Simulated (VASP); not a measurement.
Runs of VASP 6.6.1 on CuI. The structure is that of space group Cmcm (No. 63), or close to it. The cells are those of the table. 

```tsv
task	cell	gap on the mesh (eV)	pressure (GPa)	largest force (eV/Å)
single point	a = 5.106, b = 5.106, c = 4.307 Å, angles 90.0, 90.0, 89.7°, 4 atoms	1.02	-1.2	0.17
electric field gradients	a = 5.211, b = 5.211, c = 4.307 Å, angles 90.0, 90.0, 89.7°, 4 atoms	0.94	-2.4	0.21
single point	a = 5.211, b = 5.211, c = 4.307 Å, angles 90.0, 90.0, 89.7°, 4 atoms	0.93	(b)	0.21
single point	a = 5.369, b = 5.369, c = 4.307 Å, angles 90.0, 90.0, 89.7°, 4 atoms	0.82	(a)	0.67
electric field gradients	a = 5.106, b = 5.106, c = 4.307 Å, angles 90.0, 90.0, 89.7°, 4 atoms	1.02	-1.2	0.17
```

Alike in all rows: level LDA; potentials or basis VASP PAW LDA potentials, release 64 (Cu, I); no spin polarisation; k mesh 5 × 5 × 6; cutoff (eV) 520; smearing fermi-dirac 0.02 eV.

Question: Fill in the values left out.

Answer: (a) -4.0; (b) -2.6.

Caveats: spin-orbit coupling is left out, which moves the levels of the heavy elements; the cell stands under tension (at least some runs).

A k mesh can miss the band edges, and the runs leave out spin-orbit coupling on I.
